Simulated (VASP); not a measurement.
# CdI2 (P-3m1) in VASP: a series of runs, part 2 of 2

VASP 6.6.1. Earlier steps stand in the parts before.

## 3. Relaxation of cell and atoms, PBEsol

This run uses another cell than the first one, of 35.66 Å³/atom.

File INCAR:

```
PREC = Accurate
ENCUT = 500
EDIFF = 1E-7
ISMEAR = 0
SIGMA = 0.02
LREAL = False
LASPH = True
NELM = 120
ALGO = Normal
ISIF = 3
LWAVE = False
LCHARG = False
GGA = PS
IBRION = 2
NSW = 100
EDIFFG = -0.005
GGA_COMPAT = False
NELMIN = 4
```

File KPOINTS:

```
regular mesh
0
Gamma
  9 9 4
```

File POSCAR:

```
CdI2
1.0
    4.2439992147      0.0000000000      0.0000000000
   -2.1219996073      3.6754111335      0.0000000000
    0.0000000000      0.0000000000      6.8590000000
Cd I
1 2
Direct
    0.0000000000      0.0000000000      0.0000000000
    0.3333333333      0.6666666667      0.2492000000
    0.6666666667      0.3333333333      0.7508000000
```

Potentials or basis: VASP PAW PBE potentials, release 64 (Cd, I).

Run with:

```
$ cat potpaw_PBE.64/Cd/POTCAR potpaw_PBE.64/I/POTCAR > POTCAR
$ mpirun -np 1 vasp_std > vasp.out
```

OUTCAR:

```text
PREC = Accurate
   ENCUT = 500
   EDIFF = 1E-7
   ISMEAR = 0
   LREAL = False
   LASPH = True
   NELM = 120
   ISIF = 3
   GGA = PS
   IBRION = 2
   NSW = 100
   EDIFFG = -0.005
   NELMIN = 4

 ion  position               nearest neighbor table
   1  0.000  0.000  0.000-   2 2.99   3 2.99   2 2.99   3 2.99   3 2.99   2 2.99
   2  0.333  0.667  0.249-   1 2.99   1 2.99   1 2.99
   3  0.667  0.333  0.751-   1 2.99   1 2.99   1 2.99

  LATTYP: Found a hexagonal cell.
 ALAT       =     4.2439992147
 C/A-ratio  =     1.6161642953

  Lattice vectors:

 A1 = (   4.2439992147,   0.0000000000,   0.0000000000)
 A2 = (  -2.1219996073,   3.6754111335,   0.0000000000)
 A3 = (   0.0000000000,   0.0000000000,   6.8590000000)

Analysis of symmetry for initial positions (statically):
=====================================================================
 Subroutine PRICEL returns:
 Original cell was already a primitive cell.

 Routine SETGRP: Setting up the symmetry group for a
 hexagonal supercell.

 Subroutine GETGRP returns: Found 12 space group operations
 (whereof 12 operations were pure point group operations)
 out of a pool of 24 trial point group operations.

The static configuration has the point symmetry D_3d.

Analysis of symmetry for dynamics (positions and initial velocities):
=====================================================================
 Subroutine PRICEL returns:
 Original cell was already a primitive cell.

 Routine SETGRP: Setting up the symmetry group for a
 hexagonal supercell.

 Subroutine GETGRP returns: Found 12 space group operations
 (whereof 12 operations were pure point group operations)
 out of a pool of 24 trial point group operations.

The dynamic configuration has the point symmetry D_3d.

 Subroutine INISYM returns: Found 12 space group operations
 (whereof 12 operations are pure point group operations),
 and found     1 'primitive' translations

----------------------------------------------------------------------------------------

                                     Primitive cell

  volume of cell :     106.9897

  direct lattice vectors                    reciprocal lattice vectors
     4.243999215  0.000000000  0.000000000     0.235626811  0.136039203  0.000000000
    -2.121999607  3.675411133  0.000000000     0.000000000  0.272078405  0.000000000
     0.000000000  0.000000000  6.859000000     0.000000000  0.000000000  0.145793847

  length of vectors
     4.243999215  4.243999215  6.859000000     0.272078405  0.272078405  0.145793847

  position of ions in fractional coordinates (direct lattice)
     0.000000000  0.000000000  0.000000000
     0.333333333  0.666666667  0.249200000
     0.666666667  0.333333333  0.750800000

  ion indices of the primitive-cell ions
   primitive index   ion index
                 1           1
                 2           2
                 3           3

----------------------------------------------------------------------------------------

 KPOINTS: regular mesh
[... 55 lines left out ...]
   ions per type =               1   2
   NGX,Y,Z   is equivalent  to a cutoff of  12.54, 12.54, 12.12 a.u.
   NGXF,Y,Z  is equivalent  to a cutoff of  25.07, 25.07, 24.24 a.u.
 SYSTEM =  unknown system
   PREC   = accura    normal or accurate (medium, high low for compatibility)
   ISTART =      0    job   : 0-new  1-cont  2-samecut
   ICHARG =      2    charge: 1-file 2-atom 10-const
   ISPIN  =      1    spin polarized calculation?
   LNONCOLLINEAR =      F non collinear calculations
   LSORBIT =      F    spin-orbit coupling
   LASPH  =      T    aspherical Exc in radial PAW
   ENCUT  =  500.0 eV  36.75 Ry    6.06 a.u.   7.74  7.74 12.51*2*pi/ulx,y,z
   NELM   =    120;   NELMIN=  4; NELMDL= -5     # of ELM steps
   EDIFF  = 0.1E-06   stopping-criterion for ELM
   LREAL  =      F    real-space projection
   EDIFFG = -.5E-02   stopping-criterion for IOM
   NSW    =    100    number of steps for IOM
   IBRION =      2    ionic relax: 0-MD 1-quasi-New 2-CG
   NFREE  =      1    steps in history (QN), initial steepest desc. (CG)
   ISIF   =      3    stress and relaxation
   ISYM   =      2    0-nonsym 1-usesym 2-fastsym
   POTIM  = 0.5000    time-step for ionic-motion
   TEBEG  =    0.0;   TEEND  =   0.0 temperature during run
   PSTRESS=    0.0 pullay stress
   NELECT =      26.0000    total number of electrons
   NUPDOWN=      -1.0000    fix difference up-down
   EMIN   =  10.00;   EMAX   =-10.00  energy-range for DOS
   EFERMI =   0.00;   METHOD = LEGACY
   ISMEAR =     0;   SIGMA  =   0.02  broadening in eV -4-tet -1-fermi 0-gaus
   EFERMI_NEDOS =   21; number of points for ismear=-14 and -15
   IALGO  =     38    algorithm
   IMIX   =      4    mixing-type and parameters
     AMIX     =   0.40;   BMIX     =  1.00
     AMIX_MAG =   1.60;   BMIX_MAG =  1.00
  volume/ion in A,a.u.               =      35.66       240.67
  Fermi-wavevector in a.u.,A,eV,Ry     =   1.021610  1.930564 14.200233  1.043688
  Thomas-Fermi vector in A             =   2.155244
   LORBIT       =      0    0 simple, 1 ext, 2 COOP (PROOUT), +10 PAW based schemes
   GGA     = PS    functional components
   LHFCALC =     F    Hartree Fock is set to
   AEXX    =    0.0000 exact exchange contribution
   IVDW    =     0    specifies the selected vdW correction
   LEPSILON=     F    determine dielectric tensor
   LRPA    =     F    only Hartree local field effects (RPA)
 conjugate gradient relaxation of ions
 non-spin polarized calculation
 Gauss-broadening in eV      SIGMA  =   0.02
  energy-cutoff  :      500.00
  volume of cell :      106.99
 maximum number of plane-waves:      2738
 NGX is ok and might be reduce to    32
   NGX = 15   NGY = 15   NGZ = 25

--------------------------------------- Ionic step        1  -------------------------------------------

 number of electron      25.9999995 magnetization

 Free energy of the ion-electron system (eV)
  ---------------------------------------------------
  ext. energy  EPLUGINS =         0.00000000
  ---------------------------------------------------
  free energy    TOTEN  =        -6.37498568 eV

  energy without entropy =       -6.37498568  energy(sigma->0) =       -6.37498568

------------------------ aborting loop because EDIFF is reached ----------------------------------------

  FORCE on cell =-STRESS in cart. coord.  units (eV):
  Direction    XX          YY          ZZ          XY          YZ          ZX
  --------------------------------------------------------------------------------------
  -------------------------------------------------------------------------------------
  Total       -0.2120445     -0.2120445     -0.0980338     -0.0000000      0.0000000      0.0000000
  in kB       -3.1753792     -3.1753792     -1.4680617     -0.0000000      0.0000000      0.0000000
  external PRESSURE =      -2.6062733 kB  Pullay stress =       0.0000000 kB
[... 92 lines left out ...]
  FREE ENERGIE OF THE ION-ELECTRON SYSTEM (eV)
  ---------------------------------------------------
  free  energy   TOTEN  =        -6.3758945360 eV

  energy  without entropy=       -6.3758945360  energy(sigma->0) =       -6.37589454

[... ionic steps 4 to 10 ...]

--------------------------------------- Ionic step       11  -------------------------------------------

 number of electron      26.0000001 magnetization

------------------------ aborting loop because EDIFF is reached ----------------------------------------
[... 69 lines left out ...]
--------------------------------------- Ionic step       13  -------------------------------------------

 number of electron      26.0000001 magnetization

 Free energy of the ion-electron system (eV)
  ---------------------------------------------------
  ext. energy  EPLUGINS =         0.00000000
  ---------------------------------------------------
  free energy    TOTEN  =        -6.37722311 eV

  energy without entropy =       -6.37722311  energy(sigma->0) =       -6.37722311

 E-fermi :   1.9386     XC(G=0):  -8.6953

 val. band max:        1.8534904872   @ k =   0.1111   0.0000   0.2500
 cond. band min:       4.1970519583   @ k =   0.0000   0.4444   0.2500
 fundamental gap:      2.3435614711
 Fermi energy:         1.9385934160

 k-point     1 :       0.0000    0.0000    0.0000
  band No.  band energies     occupation
      1     -10.3431      2.00000
      2      -9.6478      2.00000
      3      -5.7275      2.00000
      4      -5.7275      2.00000
      5      -5.6065      2.00000
      6      -5.5156      2.00000
[... 457 lines left out ...]
      4      -5.6029      2.00000
      5      -5.5325      2.00000
      6      -5.5041      2.00000
[... 9 lines left out ...]
     16       7.9908      0.00000
     17       8.8032      0.00000

 [... further k-points ...]
[... 5 lines left out ...]
  --------------------------------------------------------------------------------------
  -------------------------------------------------------------------------------------
  Total       -0.0011322     -0.0011322      0.0135827     -0.0000000     -0.0000000      0.0000000
  in kB       -0.0168086     -0.0168086      0.2016516     -0.0000000     -0.0000000      0.0000000
  external PRESSURE =       0.0560115 kB  Pullay stress =       0.0000000 kB
[... 18 lines left out ...]
  FREE ENERGIE OF THE ION-ELECTRON SYSTEM (eV)
  ---------------------------------------------------
  free  energy   TOTEN  =        -6.3772231095 eV

  energy  without entropy=       -6.3772231094  energy(sigma->0) =       -6.37722311

 reached required accuracy - stopping structural energy minimisation
```

OSZICAR:

```text
N       E                     dE             d eps       ncg     rms          rms(c)
DAV:   1     0.163971488540E+03    0.16397E+03   -0.11530E+04  1462   0.127E+03
DAV:   2     0.270772901072E+01   -0.16126E+03   -0.15843E+03  1787   0.279E+02
DAV:   3    -0.656068879122E+01   -0.92684E+01   -0.92529E+01  1635   0.684E+01
DAV:   4    -0.670855702450E+01   -0.14787E+00   -0.14785E+00  2308   0.813E+00
[... 119 lines left out ...]
DAV:   2    -0.637727932121E+01    0.22508E-03   -0.87923E-04  1720   0.335E-01    0.549E-02
DAV:   3    -0.637723633033E+01    0.42991E-04   -0.75524E-05  1707   0.712E-02    0.395E-02
DAV:   4    -0.637722444823E+01    0.11882E-04   -0.17650E-05  1555   0.259E-02    0.138E-02
DAV:   5    -0.637722314585E+01    0.13024E-05   -0.24738E-06  1606   0.154E-02    0.601E-03
DAV:   6    -0.637722310945E+01    0.36401E-07   -0.46813E-07  1519   0.819E-03
  13 F= -.63772231E+01 E0= -.63772231E+01  d E =-.119930E-04
```

Run time: 3.3 min. Hardware: 1 thread of Intel Xeon 6975P-C (Granite Rapids), shared host; peak memory 0.27 GiB.

Results:

| Property | Result |
| --- | --- |
| Free energy | -6.3772 eV |
| Relaxed volume | 35.97 Å³/atom |
| Relaxed cell | a = 4.228 Å, b = 4.228 Å, c = 6.971 Å, α = 90.00°, β = 90.00°, γ = 120.00° |
| Space group after relaxing (to 0.1 Å) | P-3m1 (No. 164) |
| Energy gained by relaxing | 0.7 meV/atom |
| Ionic steps | 13 |
| Pressure after relaxing | 0.0 GPa |
| Band gap on the k mesh | 2.34 eV (least direct gap 2.54 eV) |

Forces on the atoms (eV/Å):
```
Cd   0.000  0.000  0.000
I    0.000  0.000  0.002
I    0.000  0.000 -0.002
```

Step by step:
| step | energy change (eV) | largest force (eV/Å) | pressure (GPa) | volume (Å³) |
| --- | --- | --- | --- | --- |
| 1 | 0.0000 | 0.0696 | -0.26 | 106.99 |
| 2 | -0.0009 | 0.0086 | 0.09 | 106.09 |
| 3 | -0.0009 | 0.0166 | 0.04 | 106.21 |
| 4 | -0.0011 | 0.0182 | 0.04 | 106.28 |
| 5 | -0.0014 | 0.0232 | 0.04 | 106.48 |
| 6 | -0.0016 | 0.0333 | 0.03 | 106.87 |
| 7 | -0.0016 | 0.0304 | 0.03 | 106.76 |
| 8 | -0.0018 | 0.0253 | 0.02 | 107.00 |
| 9 | -0.0021 | 0.0159 | 0.00 | 107.45 |
| 10 | -0.0022 | 0.0023 | -0.05 | 108.34 |
| 11 | -0.0022 | 0.0048 | -0.03 | 107.98 |
| 12 | -0.0022 | 0.0164 | 0.07 | 107.79 |
| 13 | -0.0022 | 0.0022 | 0.01 | 107.92 |

Final structure:
```
CELL_PARAMETERS angstrom
4.22814 0.00000 0.00000
-2.11407 3.66168 0.00000
0.00000 0.00000 6.97051
ATOMIC_POSITIONS crystal
Cd 0.00000 0.00000 0.00000
I 0.33333 0.66667 0.24463
I 0.66667 0.33333 0.75537
```

Caveat: the PAW data sets were made with another functional, which shifts forces and pressure a little; spin-orbit coupling is left out, which moves the levels of the heavy elements; an odd mesh through Γ misses points on the zone boundary, where band edges can lie; this functional lacks dispersion, which binds the layers, so the pressure and a relaxed spacing across them are unreliable. Zero-point motion and thermal expansion aren't in these numbers.
